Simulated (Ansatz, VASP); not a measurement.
# One calculation of CrO2, two programs

INCAR

```
SYSTEM = CrO2
ALGO = Normal
EDIFF = 1E-6
ENCUT = 520
GGA = PE
ISIF = 2
ISMEAR = -1
ISPIN = 2
LASPH = .True.
LCHARG = .True.
LELF = .True.
LMAXMIX = 4
LORBIT = 11
LREAL = .False.
LVHAR = .True.
LWAVE = .False.
MAGMOM = 3 3 0 0 0 0
NBANDS = 37
NELM = 150
PREC = Accurate
SIGMA = 0.05
```

Contents of KPOINTS:

```
k-points
0
Gamma
  6 6 9
  0 0 0
```

File POSCAR:

```
CrO2
1.0
    4.4480510066      0.0000000000      0.0000000000
    0.0000000000      4.5292350067      0.0000000000
    0.0000000000      0.0000000000      2.9859640000
Cr O
2 4
Direct
    0.0000000000      0.0000000000      0.0000000000
    0.5000000000      0.5000000000      0.5000000000
    0.2929690000      0.3101830000      0.0000000000
    0.7070310000      0.6898170000      0.0000000000
    0.2070310000      0.8101830000      0.5000000000
    0.7929690000      0.1898170000      0.5000000000
```

Contents of input.yaml:

```yaml
crystal:
  lattice:
    - [4.4480510066, 0.0, 0.0]
    - [0.0, 4.5292350067, 0.0]
    - [0.0, 0.0, 2.985964]
  atoms:
    - { symbol: Cr, position: [0.0, 0.0, 0.0], spin: 3.0 }
    - { symbol: Cr, position: [0.5, 0.5, 0.5], spin: 3.0 }
    - { symbol: O, position: [0.292969, 0.310183, 0.0] }
    - { symbol: O, position: [0.707031, 0.689817, 0.0] }
    - { symbol: O, position: [0.207031, 0.810183, 0.5] }
    - { symbol: O, position: [0.792969, 0.189817, 0.5] }
hamiltonian:
  xc: pbe
  pseudopotentials: { kind: paw }
magnetization:
  spin_polarized: true
kpoints:
  mp_grid: { grid: [6, 6, 9] }
scf:
  occupations: { method: fermi_dirac, width: 0.05 }
output:
  forces: true
  stress: true
  eigenvalues: true
```

Alike in both runs: task single point; functional PBE; k mesh 6 × 6 × 9; occupations fermi-dirac, width 0.05 eV; collinear spin.

|  | VASP | Ansatz |
| --- | --- | --- |
| version | VASP 6.6.1 | Ansatz 0.2.0 |
| potentials or method | VASP PAW PBE potentials, release 64 (Cr_pv, O) | Ansatz PAW |
| plane-wave cutoff (eV) | 520 | 420 |
| valence electrons in the cell | 48 | 52 |

|  | VASP | Ansatz | Ansatz less VASP |
| --- | --- | --- | --- |
| gap on the k mesh at the Fermi level (eV) | none | none | - |
| pressure (GPa) | -9.4 | -9.9 | -0.49 |
| traceless stress, the component that is largest in VASP (GPa) | -2.88 | -3.00 | -0.125 |
| rms of the force components (eV/Å) | 0.142 | 0.148 | +0.0055 |
| net moment per atom (μB) | 0.67 | 0.67 | 0.000 |
| size of the moment on the site where the two differ most (μB) | 2.15 | 1.79 | -0.361 |

Site moments also hang on the region over which each program counts them. Atom by atom the forces differ by 0.006 eV/Å (rms over components). A gap of «none» marks a metal or a gap that the smearing closes. VASP's potentials hold 48 valence electrons a cell and Ansatz's 52, so a difference there can come from the potentials and not from the codes.
